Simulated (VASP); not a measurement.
Here is a VASP 6.6.1 calculation.

File INCAR:

```
  ALGO = Normal
  EDIFF = 1E-7
  ENCUT = 520
  ISIF = 2
  ISMEAR = -1
  LASPH = T
  LCHARG = F
  LREAL = F
  LWAVE = F
  NBANDS = 17
  NELM = 80
  PREC = Accurate
  SIGMA = 0.08
```

File KPOINTS:

```
k-points
0
Gamma
  16 16 9
```

The input POSCAR:

```
Ca
1.0
    2.9016516304      0.0000000000      0.0000000000
   -1.4508258152      2.5129040249      0.0000000000
    0.0000000000      0.0000000000      4.1031656623
Ca
2
Direct
    0.3333333333      0.6666666667      0.2500000000
    0.6666666667      0.3333333333      0.7500000000
```

Potentials or basis: VASP PAW LDA potentials, release 64 (Ca_sv).

Launch:

```bash
$ cat potpaw_LDA.64/Ca_sv/POTCAR > POTCAR
$ mpirun -np 1 vasp_std > vasp.out
```

Q: What does it give for the pressure?

A: 56.0 GPa.

Q: Predict the band gap on the k mesh.

A: Zero (bands 10 and 11 overlap by 0.82 eV).

Stress tensor (GPa, compression positive):
```
55.78  0.00  0.00
 0.00 55.78  0.00
 0.00  0.00 56.29
```

Caveat: the cell stands under pressure.
